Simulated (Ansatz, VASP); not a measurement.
## Te2Mo: VASP beside Ansatz

File INCAR:

```
ALGO     = Fast           # electronic algorithm
EDIFF    = 1E-7           # SCF threshold, eV
ENCUT    = 520            # plane-wave cutoff, eV
GGA      = PS             # functional
ISIF     = 2              # what is computed and relaxed
ISMEAR   = -1             # smearing method
LASPH    = T              # aspherical terms in the spheres
LCHARG   = F              # write CHGCAR
LREAL    = F              # projectors in reciprocal space
LWAVE    = F              # write WAVECAR
NBANDS   = 64             # bands
NELM     = 80             # most SCF steps
PREC     = Accurate       # precision mode
SIGMA    = 0.05           # smearing width, eV
```

Contents of KPOINTS:

```
k-points
0
Gamma
  4 8 2
```

File POSCAR:

```
Te2Mo
1.0
    6.3300000000      0.0000000000      0.0000000000
    0.0000000000      3.4690000000      0.0000000000
   -0.9467947088      0.0000000000     13.8276237937
Te Mo
8 4
Direct
    0.9437000000      0.7500000000      0.6045000000
    0.0563000000      0.2500000000      0.3955000000
    0.9030000000      0.2500000000      0.8514000000
    0.0970000000      0.7500000000      0.1486000000
    0.4112000000      0.7500000000      0.8955000000
    0.5888000000      0.2500000000      0.1045000000
    0.4432000000      0.2500000000      0.6484000000
    0.5568000000      0.7500000000      0.3516000000
    0.8167000000      0.7500000000      0.9926000000
    0.1833000000      0.2500000000      0.0074000000
    0.6819000000      0.2500000000      0.4934000000
    0.3181000000      0.7500000000      0.5066000000
```

input.yaml

```yaml
crystal:
  lattice:
    - [6.33, 0.0, 0.0]
    - [0.0, 3.469, 0.0]
    - [-0.9467947088, 0.0, 13.8276237937]
  atoms:
    - { symbol: Te, position: [0.9437, 0.75, 0.6045] }
    - { symbol: Te, position: [0.0563, 0.25, 0.3955] }
    - { symbol: Te, position: [0.903, 0.25, 0.8514] }
    - { symbol: Te, position: [0.097, 0.75, 0.1486] }
    - { symbol: Te, position: [0.4112, 0.75, 0.8955] }
    - { symbol: Te, position: [0.5888, 0.25, 0.1045] }
    - { symbol: Te, position: [0.4432, 0.25, 0.6484] }
    - { symbol: Te, position: [0.5568, 0.75, 0.3516] }
    - { symbol: Mo, position: [0.8167, 0.75, 0.9926] }
    - { symbol: Mo, position: [0.1833, 0.25, 0.0074] }
    - { symbol: Mo, position: [0.6819, 0.25, 0.4934] }
    - { symbol: Mo, position: [0.3181, 0.75, 0.5066] }
hamiltonian:
  xc: pbesol
  pseudopotentials: { kind: paw }
kpoints:
  mp_grid: { grid: [4, 8, 2] }
scf:
  occupations: { method: fermi_dirac, width: 0.05 }
  n_extra_bands: 30
output:
  forces: true
  stress: true
  eigenvalues: true
  dos: { projected: true, de: 0.05, nscf_kmesh: { grid: [6, 12, 3] } }
```

Alike in both runs: functional PBEsol; k mesh 4 × 8 × 2; occupations fermi-dirac, width 0.05 eV; no spin polarisation.

|  | VASP | Ansatz |
| --- | --- | --- |
| version | VASP 6.6.1 | Ansatz 0.2.0 |
| potentials or method | VASP PAW PBE potentials, release 64 (Te, Mo_sv) | Ansatz PAW |
| plane-wave cutoff (eV) | 520 | 420 |
| valence electrons in the cell | 104 | 184 |
| task | single point | projected density of states |

|  | VASP | Ansatz | Ansatz less VASP |
| --- | --- | --- | --- |
| gap on the k mesh at the Fermi level (eV) | none | none | - |
| pressure (GPa) | -1.3 | -1.4 | -0.10 |
| traceless stress, the component that is largest in VASP (GPa) | 0.29 | 0.28 | -0.008 |
| rms of the force components (eV/Å) | 0.096 | 0.105 | +0.0091 |

VASP's potentials were made for PBE, not for PBEsol. Atom by atom the forces differ by 0.011 eV/Å (rms over components). A gap of «none» marks a metal or a gap that the smearing closes. The functional is the same, so the differences come from potentials, cutoffs and numerics. VASP's potentials hold 104 valence electrons a cell and Ansatz's 184, so a difference there can come from the potentials and not from the codes.

Neither program's run includes spin-orbit coupling.
